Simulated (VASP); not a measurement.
# Os (I4_1/amd) in VASP: relaxation of cell and atoms with revPBE

Aim: the relaxation of cell and atoms of Os with revPBE.

Everything below comes from runs of VASP 6.6.1. Logs are shortened: lines on timing, memory, paths and dates and some standing lists are left out, and cuts for length are marked.

## (1) The cell of the first run

The structure is tetragonal, space group I4_1/amd (No. 141). The conventional cell has a = 4.757 Å, b = 4.757 Å, c = 2.597 Å, α = 90.00°, β = 90.00°, γ = 90.00°. Os (site symmetry -4m2) has 10 Os at 2.47 to 3.07 Å within 3.3 Å.

## (2) Relaxation of cell and atoms, revPBE

The input, INCAR:

```
ALGO = Normal
EDIFF = 1E-7
EDIFFG = -0.01
ENCUT = 600
GGA = RE
GGA_COMPAT = F
IBRION = 2
ISIF = 3
ISMEAR = -1
ISYM = 0
LASPH = T
LCHARG = F
LREAL = F
LWAVE = F
NELM = 120
NELMIN = 4
NSW = 80
PREC = Accurate
SIGMA = 0.1
```

The input, KPOINTS:

```
k-points
0
Gamma
  14 14 9
```

The input, POSCAR:

```
Os
1.0
   -2.3783518416      2.3783518416      1.2985801055
    2.3783518416     -2.3783518416      1.2985801055
    2.3783518416      2.3783518416     -1.2985801055
Os
2
Direct
    0.0000000000      0.0000000000      0.0000000000
    0.7500000000      0.2500000000      0.5000000000
```

Potentials or basis: VASP PAW PBE potentials, release 64 (Os).

Run with:

```bash
$ cat potpaw_PBE.64/Os/POTCAR > POTCAR
$ mpirun -np 1 vasp_std > vasp.out
```

OUTCAR:

```text
EDIFF = 1E-7
   EDIFFG = -0.01
   ENCUT = 600
   GGA = RE
   IBRION = 2
   ISIF = 3
   ISMEAR = -1
   ISYM = 0
   LASPH = T
   LREAL = F
   NELM = 120
   NELMIN = 4
   NSW = 80
   PREC = Accurate

 ion  position               nearest neighbor table
   1  0.000  0.000  0.000-   2 2.47   2 2.47   2 2.47   2 2.47   2 3.07   2 3.07   2 3.07   2 3.07

   2  0.750  0.250  0.500-   1 2.47   1 2.47   1 2.47   1 2.47   1 3.07   1 3.07   1 3.07   1 3.07

IMPORTANT INFORMATION: All symmetrisations will be switched off!
NOSYMM: (Re-)initialisation of all symmetry stuff for point group C_1.

----------------------------------------------------------------------------------------

                                     Primitive cell

  volume of cell :      29.3820

  direct lattice vectors                    reciprocal lattice vectors
    -2.378351842  2.378351842  1.298580105     0.000000000  0.210229618  0.385035931
     2.378351842 -2.378351842  1.298580105     0.210229618  0.000000000  0.385035931
     2.378351842  2.378351842 -1.298580105     0.210229618  0.210229618  0.000000000

  length of vectors
     3.605471572  3.605471572  3.605471572     0.438690279  0.438690279  0.297309578

  position of ions in fractional coordinates (direct lattice)
     0.000000000  0.000000000  0.000000000
     0.750000000  0.250000000  0.500000000

  ion indices of the primitive-cell ions
   primitive index   ion index
                 1           1
                 2           2

----------------------------------------------------------------------------------------

 KPOINTS: k-points

Automatic generation of k-mesh.
 Grid dimensions read from file:
 generate k-points for:   14   14    9

 Generating k-lattice:

  Cartesian coordinates                     Fractional coordinates (reciprocal lattice)
     0.000000000  0.015016401  0.027502567     0.071428571 -0.000000000  0.000000000
     0.015016401  0.000000000  0.027502567    -0.000000000  0.071428571  0.000000000
     0.023358846  0.023358846  0.000000000     0.000000000  0.000000000  0.111111111

  Length of vectors
     0.031335020  0.031335020  0.033034398

  Shift w.r.t. Gamma in fractional coordinates (k-lattice)
     0.000000000  0.000000000  0.000000000

 -----------------------------------------------------------------------------
|                                                                             |
|           W    W    AA    RRRRR   N    N  II  N    N   GGGG   !!!           |
|           W    W   A  A   R    R  NN   N  II  NN   N  G    G  !!!           |
|           W    W  A    A  R    R  N N  N  II  N N  N  G       !!!           |
|           W WW W  AAAAAA  RRRRR   N  N N  II  N  N N  G  GGG   !            |
|           WW  WW  A    A  R   R   N   NN  II  N   NN  G    G                |
|           W    W  A    A  R    R  N    N  II  N    N   GGGG   !!!           |
|                                                                             |
|     Your reciprocal lattice and k-lattice belong to different lattice       |
|     classes:                                                                |
|                                                                             |
|        The reciprocal lattice is body-centered tetragonal,                  |
|        whereas your k-lattice is base-centered monoclinic.                  |
|                                                                             |
|     Results are often still useful ...                                      |
|                                                                             |
 -----------------------------------------------------------------------------

 WARNING: IBZKPT: internal override: KBLOWUP is changed to .FALSE.
      ... skipping the blow-up phase ...

 Subroutine IBZKPT returns following result:
 ===========================================

 Found    884 irreducible k-points:

 Following reciprocal coordinates:
            Coordinates               Weight
  0.000000  0.000000  0.000000      1.000000
  0.071429 -0.000000  0.000000      2.000000
  0.142857 -0.000000  0.000000      2.000000
  0.214286 -0.000000  0.000000      2.000000
  0.285714  0.000000  0.000000      2.000000
  0.357143  0.000000  0.000000      2.000000
[... 16 lines left out ...]
 -0.000000  0.142857  0.000000      2.000000
  0.071429  0.142857  0.000000      2.000000
 [... further k-points ...]
   k-points           NKPTS =    884   k-points in BZ     NKDIM =    884   number of bands    NBANDS=     12
   number of dos      NEDOS =    301   number of ions     NIONS =      2
   total plane-waves  NPLWV =  27000
   dimension x,y,z NGX =    30 NGY =   30 NGZ =   30
   dimension x,y,z NGXF=    60 NGYF=   60 NGZF=   60
   ions per type =               2
   NGX,Y,Z   is equivalent  to a cutoff of  13.83, 13.83, 13.83 a.u.
   NGXF,Y,Z  is equivalent  to a cutoff of  27.67, 27.67, 27.67 a.u.
 SYSTEM =  unknown system
   PREC   = accura    normal or accurate (medium, high low for compatibility)
   ISTART =      0    job   : 0-new  1-cont  2-samecut
   ICHARG =      2    charge: 1-file 2-atom 10-const
   ISPIN  =      1    spin polarized calculation?
   LNONCOLLINEAR =      F non collinear calculations
   LSORBIT =      F    spin-orbit coupling
   LASPH  =      T    aspherical Exc in radial PAW
   ENCUT  =  600.0 eV  44.10 Ry    6.64 a.u.   7.20  7.20  7.20*2*pi/ulx,y,z
   NELM   =    120;   NELMIN=  4; NELMDL= -5     # of ELM steps
   EDIFF  = 0.1E-06   stopping-criterion for ELM
   LREAL  =      F    real-space projection
   EDIFFG = -.1E-01   stopping-criterion for IOM
   NSW    =     80    number of steps for IOM
   IBRION =      2    ionic relax: 0-MD 1-quasi-New 2-CG
   NFREE  =      1    steps in history (QN), initial steepest desc. (CG)
   ISIF   =      3    stress and relaxation
   ISYM   =      0    0-nonsym 1-usesym 2-fastsym
   POTIM  = 0.5000    time-step for ionic-motion
   TEBEG  =    0.0;   TEEND  =   0.0 temperature during run
   PSTRESS=    0.0 pullay stress
   NELECT =      16.0000    total number of electrons
   NUPDOWN=      -1.0000    fix difference up-down
   EMIN   =  10.00;   EMAX   =-10.00  energy-range for DOS
   EFERMI =   0.00;   METHOD = LEGACY
   ISMEAR =    -1;   SIGMA  =   0.10  broadening in eV -4-tet -1-fermi 0-gaus
   EFERMI_NEDOS =   21; number of points for ismear=-14 and -15
   IALGO  =     38    algorithm
   IMIX   =      4    mixing-type and parameters
     AMIX     =   0.40;   BMIX     =  1.00
     AMIX_MAG =   1.60;   BMIX_MAG =  1.00
  volume/ion in A,a.u.               =      14.69        99.14
  Fermi-wavevector in a.u.,A,eV,Ry     =   1.336866  2.526310 24.316474  1.787210
  Thomas-Fermi vector in A             =   2.465459
   LORBIT       =      0    0 simple, 1 ext, 2 COOP (PROOUT), +10 PAW based schemes
   GGA     = RE    functional components
   LHFCALC =     F    Hartree Fock is set to
   AEXX    =    0.0000 exact exchange contribution
   IVDW    =     0    specifies the selected vdW correction
   LEPSILON=     F    determine dielectric tensor
   LRPA    =     F    only Hartree local field effects (RPA)
 conjugate gradient relaxation of ions
 non-spin polarized calculation
  energy-cutoff  :      600.00
  volume of cell :       29.38
 maximum number of plane-waves:       992
 NGX is ok and might be reduce to    30
   NGX = 15   NGY = 15   NGZ = 15

--------------------------------------- Ionic step        1  -------------------------------------------

 number of electron      16.0000001 magnetization

 Free energy of the ion-electron system (eV)
  ---------------------------------------------------
  ext. energy  EPLUGINS =         0.00000000
  ---------------------------------------------------
  free energy    TOTEN  =       -18.86061292 eV

  energy without entropy =      -18.77103239  energy(sigma->0) =      -18.81582265

------------------------ aborting loop because EDIFF is reached ----------------------------------------

  FORCE on cell =-STRESS in cart. coord.  units (eV):
  Direction    XX          YY          ZZ          XY          YZ          ZX
  --------------------------------------------------------------------------------------
  -------------------------------------------------------------------------------------
  Total        6.7692622      6.7692624      6.8681756      0.0110994     -0.0095493     -0.0095493
  in kB      369.1228888    369.1229007    374.5165643      0.6052429     -0.5207186     -0.5207146
  external PRESSURE =     370.9207846 kB  Pullay stress =       0.0000000 kB
[... 21 lines left out ...]
  energy  without entropy=      -18.7710323865  energy(sigma->0) =      -18.81582265

--------------------------------------- Ionic step        2  -------------------------------------------

 number of electron      16.0000002 magnetization

 E-fermi :   3.4911     XC(G=0): -11.1405

 val. band max:        3.4909507637   @ k =   0.5000  -0.3571   0.2222
 cond. band min:       3.4922185355   @ k =   0.4286   0.5000   0.3333
 fundamental gap:      0.0012677718
 Fermi energy:         3.4911036114

 k-point     1 :       0.0000    0.0000    0.0000
  band No.  band energies     occupation
      1      -3.4008      2.00000
      2      -0.2143      2.00000
      3       0.2706      2.00000
      4       0.5646      2.00000
      5       1.1745      2.00000
      6       3.4223      1.33115
      7       3.4225      1.33010
      8       3.4873      1.01921
      9       3.4875      1.01779
     10       4.7887      0.00000
     11       5.6828      0.00000
     12       8.0119      0.00000
[... 410 lines left out ...]
  FREE ENERGIE OF THE ION-ELECTRON SYSTEM (eV)
  ---------------------------------------------------
  free  energy   TOTEN  =       -19.1746468992 eV

  energy  without entropy=      -19.0728020792  energy(sigma->0) =      -19.12372449

[... ionic steps 4 to 7 ...]

--------------------------------------- Ionic step        8  -------------------------------------------

 number of electron      15.9999999 magnetization

------------------------ aborting loop because EDIFF is reached ----------------------------------------

  FORCE on cell =-STRESS in cart. coord.  units (eV):
  Direction    XX          YY          ZZ          XY          YZ          ZX
  --------------------------------------------------------------------------------------
  -------------------------------------------------------------------------------------
  Total        0.1377402      0.1377402      0.1360973      0.0063878     -0.0003144     -0.0003144
  in kB        6.7853176      6.7853186      6.7043847      0.3146719     -0.0154896     -0.0154886
  external PRESSURE =       6.7583403 kB  Pullay stress =       0.0000000 kB
[... 57 lines left out ...]
  energy  without entropy=      -19.1005396253  energy(sigma->0) =      -19.14692122

--------------------------------------- Ionic step       10  -------------------------------------------

 number of electron      15.9999999 magnetization

 Free energy of the ion-electron system (eV)
  ---------------------------------------------------
  ext. energy  EPLUGINS =         0.00000000
  ---------------------------------------------------
  free energy    TOTEN  =       -19.19535344 eV

  energy without entropy =      -19.10261826  energy(sigma->0) =      -19.14898585

 E-fermi :   7.4272     XC(G=0): -13.0365

 val. band max:        7.4268308375   @ k =   0.0714   0.0714   0.0000
 cond. band min:       7.4283950689   @ k =  -0.0714  -0.0714   0.1111
 fundamental gap:      0.0015642315
 Fermi energy:         7.4272229854

 k-point     1 :       0.0000    0.0000    0.0000
  band No.  band energies     occupation
      1      -2.1028      2.00000
      2       0.9482      2.00000
      3       2.1876      2.00000
      4       3.0004      2.00000
      5       3.8929      2.00000
      6       7.0434      1.95784
      7       7.0445      1.95739
      8       7.1301      1.90248
      9       7.1314      1.90131
     10      10.0863      0.00000
     11      11.4737      0.00000
     12      13.1548      0.00000
[... 374 lines left out ...]
  FREE ENERGIE OF THE ION-ELECTRON SYSTEM (eV)
  ---------------------------------------------------
  free  energy   TOTEN  =       -19.1953534438 eV

  energy  without entropy=      -19.1026182558  energy(sigma->0) =      -19.14898585

 reached required accuracy - stopping structural energy minimisation
```

Wall time 63 min (1 thread of Intel Xeon 8259CL, shared host); peak memory 0.52 GiB.

What came out:

```
Free energy                           : -19.1954 eV
Relaxed volume                        : 16.30 Å³/atom
Relaxed cell                          : a = 3.700 Å, b = 3.700 Å, c = 3.704 Å, α = 98.04°, β = 98.04°, γ = 136.10°
Space group after relaxing (to 0.1 Å) : I4_1/amd (No. 141)
Pressure after relaxing               : 0.0 GPa
Band gap on the k mesh                : zero (bands 8 and 9 overlap by 1.87 eV)
```

Forces on the atoms (eV/Å):
```
Os   0.001 -0.001  0.000
Os  -0.001  0.001  0.000
```

Stress tensor (GPa, compression positive):
```
-0.02  0.03  0.00
 0.03 -0.02  0.00
 0.00  0.00  0.06
```

Final structure:
```cif
data_structure
_symmetry_space_group_name_H-M 'P 1'
_symmetry_Int_Tables_number 1
_cell_length_a 3.6999
_cell_length_b 3.6999
_cell_length_c 3.7036
_cell_angle_alpha 98.039
_cell_angle_beta 98.039
_cell_angle_gamma 136.102
_cell_volume 32.60
loop_
_atom_site_label
_atom_site_type_symbol
_atom_site_fract_x
_atom_site_fract_y
_atom_site_fract_z
_atom_site_occupancy
Os1 Os 0.00012 0.99988 0.00000 1
Os2 Os 0.74988 0.25012 0.50000 1
```

Levels at points of the mesh, in eV from the Fermi level:
```
           k point  band 6  band 7  band 8  band 9  band 10  band 11
(0.00, 0.00, 0.00)   -0.38   -0.38   -0.30   -0.30     2.66     4.05
(0.50, 0.00, 0.00)   -1.50   -1.36    0.19    1.44     1.75     3.61
(0.00, 0.50, 0.00)   -1.50   -1.36    0.19    1.44     1.75     3.61
(0.50, 0.50, 0.00)   -2.99   -1.34   -1.32    1.02     1.03     1.58
```

Caveat: the PAW data sets were made with another functional, which shifts forces and pressure a little; spin-orbit coupling is left out, which moves the levels of the heavy elements.
